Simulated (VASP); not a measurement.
Write the native input for VASP 6.6.1 that does the following.

```
Task                   : single point
Functional             : PBE
Potentials or basis    : VASP PAW PBE potentials, release 64 (Re)
Cutoff                 : 520 eV
k mesh                 : 7 × 7 × 7
Occupations            : gaussian, width 0.05 eV
Spin                   : no spin polarisation
Dipole correction      : no
Further INCAR settings : ALGO = Normal; EDIFF = 1e-07; NBANDS = 14
```

The structure of Re lies in POSCAR:

```
Re
1.0
    0.0000000000      2.7799563147      2.7799563147
    2.7799563147      0.0000000000      2.7799563147
    2.7799563147      2.7799563147      0.0000000000
Re
2
Direct
    0.0000000000      0.0000000000      0.0000000000
    0.2500000000      0.2500000000      0.2500000000
```

The input as run:

INCAR

```
SYSTEM = Re
ALGO = Normal ; EDIFF = 1E-7
ENCUT = 520 ; GGA = PE
ISIF = 2 ; ISMEAR = 0
LASPH = .TRUE. ; LCHARG = .TRUE.
LELF = .TRUE. ; LREAL = .FALSE.
LVHAR = .TRUE. ; LWAVE = .FALSE.
NBANDS = 14 ; NELM = 60
PREC = Accurate ; SIGMA = 0.05
```

KPOINTS

```
k-points
0
G
  7 7 7
  0 0 0
```

Potentials or basis: VASP PAW PBE potentials, release 64 (Re).

Run with:

```console
$ cat potpaw_PBE.64/Re/POTCAR > POTCAR
$ mpirun -np 1 vasp_std > vasp.out
```

Results of the run:

- Pressure: 7.9 GPa
- Band gap on the k mesh: zero (band 7 reaches 4.52 eV, above the bottom of band 8 at 3.50 eV)

Caveat: spin-orbit coupling is left out, which moves the levels of the heavy elements.

Run time: 10 s on 1 thread of Intel(R) Xeon(R) 6975P-C (Granite Rapids) (shared host), peak memory 0.17 GiB.
